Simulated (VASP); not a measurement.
A run of VASP 6.6.1 is set up as follows.

The input POSCAR:

```
BaZrO3
1.0
    4.1913400000      0.0000000000      0.0000000000
    0.0000000000      4.1913400000      0.0000000000
    0.0000000000      0.0000000000      4.1913400000
Ba Zr O
1 1 3
Direct
    0.0000000000      0.0000000000      0.0000000000
    0.5000000000      0.5000000000      0.5000000000
    0.5000000000      0.5000000000      0.0000000000
    0.5000000000      0.0000000000      0.5000000000
    0.0000000000      0.5000000000      0.5000000000
```

The input INCAR.step1:

```
SYSTEM = BaZrO3
PREC = Accurate ; ENCUT = 910
ISMEAR = -1 ; SIGMA = 0.05
LREAL = .FALSE. ; LASPH = .TRUE.
NELM = 120 ; NBANDS = 28
GGA = PE ; ALGO = Normal
EDIFF = 1E-5 ; LWAVE = .TRUE.
LCHARG = .FALSE. ; GGA_COMPAT = .FALSE.
```

File INCAR.step2:

```
SYSTEM = BaZrO3
PREC = Accurate ; ENCUT = 910
EDIFF = 1E-6 ; ISMEAR = -1
SIGMA = 0.05 ; LREAL = .FALSE.
LASPH = .TRUE. ; NELM = 120
ALGO = Normal ; ISIF = 2
LWAVE = .FALSE. ; LCHARG = .FALSE.
METAGGA = R2SCAN ; LMIXTAU = .TRUE.
NBANDS = 28 ; ISTART = 1
GGA_COMPAT = .FALSE.
```

KPOINTS

```
Automatic mesh
0
G
  6 6 6
  0 0 0
```

Potentials or basis: VASP PAW PBE potentials, release 64 (Ba_sv, Zr_sv, O_h).

The run is started by

```console
$ cat potpaw_PBE.64/Ba_sv/POTCAR potpaw_PBE.64/Zr_sv/POTCAR potpaw_PBE.64/O_h/POTCAR > POTCAR
$ cp INCAR.step1 INCAR
$ mpirun -np 1 vasp_std > vasp.out
$ cp INCAR.step2 INCAR
$ mpirun -np 1 vasp_std > vasp.out
```

Question: Predict the band gap on the k mesh.

Answer: 3.71 eV (least direct gap 3.95 eV).

Question: Predict the pressure.

Answer: 2.5 GPa.

Caveat: the cutoff is under 1.25 times the usual one of these potentials, so pressure, stress and relaxed cells hold a basis-set (Pulay) error; the PAW data sets were made with another functional, which shifts forces and pressure a little; spin-orbit coupling is left out, which moves the levels of the heavy elements. r2SCAN opens gaps a little over a GGA but as a rule still falls short of measured ones.
